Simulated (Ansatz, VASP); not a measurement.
## TaN in VASP and in Ansatz

```
Ta N
1.0
     5.19600    0.00000    0.00000
    -2.59800    4.49987    0.00000
     0.00000    0.00000    2.91100
Ta N
3 3
Direct
  0.33333 0.66667 0.50000
  0.66667 0.33333 0.50000
  0.00000 0.00000 0.00000
  0.39285 0.00000 0.00000
  0.60715 0.60715 0.00000
  0.00000 0.39285 0.00000
```

Alike in both runs: task electric field gradients; functional PBEsol; k mesh 6 × 6 × 9; occupations fermi-dirac, width 0.01 eV; no spin polarisation.

|  | VASP | Ansatz |
| --- | --- | --- |
| version | VASP 6.6.1 | Ansatz 0.2.0 |
| potentials or method | VASP PAW PBE potentials, release 64 (Ta_pv, N) | PAW with Ansatz's default frozen-core files, scalar-relativistic |
| plane-wave cutoff (eV) | 520 | 420 |
| valence electrons in the cell | 48 | 54 |

VASP gave:

| Property | Result |
| --- | --- |
| pressure (GPa) | -3.0 |
| traceless stress, the component that is largest in VASP (GPa) | -1.07 |
| rms of the force components (eV/Å) | 0.012 |
| size of Vzz on the site where it differs most (V/Å²) | 178.2 |

Problem. Estimate Ansatz's values.

Solution. Pressure (GPa): -3.8; traceless stress, the component that is largest in VASP (GPa): -0.87; rms of the force components (eV/Å): 0.009; size of Vzz on the site where it differs most (V/Å²): 137.8.

VASP's potentials were made for PBE, not for PBEsol. Atom by atom the forces differ by 0.003 eV/Å (rms over components). VASP's potentials hold 48 valence electrons a cell and Ansatz's 54, so a difference there can come from the potentials and not from the codes.

Neither program's run includes spin-orbit coupling.
